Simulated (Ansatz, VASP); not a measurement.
Si3N2 in VASP and in Ansatz

INCAR

```
SYSTEM = Si3N2
  ALGO = Normal
  EDIFF = 1E-7
  ENCUT = 520
  GGA = PE
  ISIF = 2
  ISMEAR = 0
  LASPH = .TRUE.
  LCHARG = .TRUE.
  LELF = .TRUE.
  LREAL = .FALSE.
  LVHAR = .TRUE.
  LWAVE = .FALSE.
  NBANDS = 33
  NELM = 100
  PREC = Accurate
  SIGMA = 0.1
```

File KPOINTS:

```
k-points
0
G
  12 12 2
  0 0 0
```

The input POSCAR:

```
Si3N2
1.0
    2.8861309250      0.0000000000      0.0000000000
   -1.4430654625      2.4994626997      0.0000000000
    0.0000000000      0.0000000000     19.7756684064
Si N
6 4
Direct
    0.0000000000      0.0000000000      0.9392946611
    0.0000000000      0.0000000000      0.0607053389
    0.3333333333      0.6666666667      0.6738066424
    0.6666666667      0.3333333333      0.3261933576
    0.3333333333      0.6666666667      0.5509601472
    0.6666666667      0.3333333333      0.4490398528
    0.6666666667      0.3333333333      0.9107792516
    0.3333333333      0.6666666667      0.0892207484
    0.0000000000      0.0000000000      0.7025399038
    0.0000000000      0.0000000000      0.2974600962
```

Input for Ansatz:

```yaml
crystal:
  lattice:
    - [2.886130925, 0.0, 0.0]
    - [-1.4430654625, 2.4994626997, 0.0]
    - [0.0, 0.0, 19.7756684064]
  atoms:
    - { symbol: Si, position: [0.0, 0.0, 0.9392946611] }
    - { symbol: Si, position: [0.0, 0.0, 0.0607053389] }
    - { symbol: Si, position: [0.3333333333, 0.6666666667, 0.6738066424] }
    - { symbol: Si, position: [0.6666666667, 0.3333333333, 0.3261933576] }
    - { symbol: Si, position: [0.3333333333, 0.6666666667, 0.5509601472] }
    - { symbol: Si, position: [0.6666666667, 0.3333333333, 0.4490398528] }
    - { symbol: "N", position: [0.6666666667, 0.3333333333, 0.9107792516] }
    - { symbol: "N", position: [0.3333333333, 0.6666666667, 0.0892207484] }
    - { symbol: "N", position: [0.0, 0.0, 0.7025399038] }
    - { symbol: "N", position: [0.0, 0.0, 0.2974600962] }
basis:
  ecutwfc: 420
kpoints:
  mp_grid: { grid: [12, 12, 2] }
  band_path:
    path:
      - [[0.0, 0.0, 0.0], [0.5, 0.0, 0.0], [0.33333333, 0.33333333, 0.0], [0.0, 0.0, 0.0], [0.0, 0.0, 0.5], [0.5, 0.0, 0.5], [0.33333333, 0.33333333, 0.5], [0.0, 0.0, 0.5]]
      - [[0.5, 0.0, 0.5], [0.5, 0.0, 0.0]]
      - [[0.33333333, 0.33333333, 0.5], [0.33333333, 0.33333333, 0.0]]
    npoints: 14
hamiltonian:
  xc: pbe
scf:
  occupations: { method: gaussian, width: 0.1 }
  n_extra_bands: 25
output:
  forces: true
  stress: true
  eigenvalues: true
  populations: true
  dos: { projected: true, de: 0.02, nscf_kmesh: { grid: [15, 15, 3] } }
  bader: true
  write_density: true
  write_potential: true
  elf: true
  volumetric_format: npy
```

Alike in both runs: task single point; functional PBE; k mesh 12 × 12 × 2; occupations gaussian, width 0.1 eV; no spin polarisation.

|  | VASP | Ansatz |
| --- | --- | --- |
| version | VASP 6.6.1 | Ansatz 0.2.0 |
| potentials or method | VASP PAW PBE potentials, release 64 (Si, N), cutoff 520 eV | scalar-relativistic, plane waves, PAW |
| valence electrons in the cell | 44 | 44 |

|  | VASP | Ansatz | Ansatz less VASP |
| --- | --- | --- | --- |
| gap on the k mesh at the Fermi level (eV) | none | none | - |
| pressure (GPa) | -0.1 | 0.0 | +0.12 |
| rms of the force components (eV/Å) | 0.011 | 0.000 | -0.0107 |

Atom by atom the forces differ by 0.011 eV/Å (rms over components). A gap of «none» marks a metal or a gap that the smearing closes. The functional is the same, so the differences come from potentials, cutoffs and numerics.
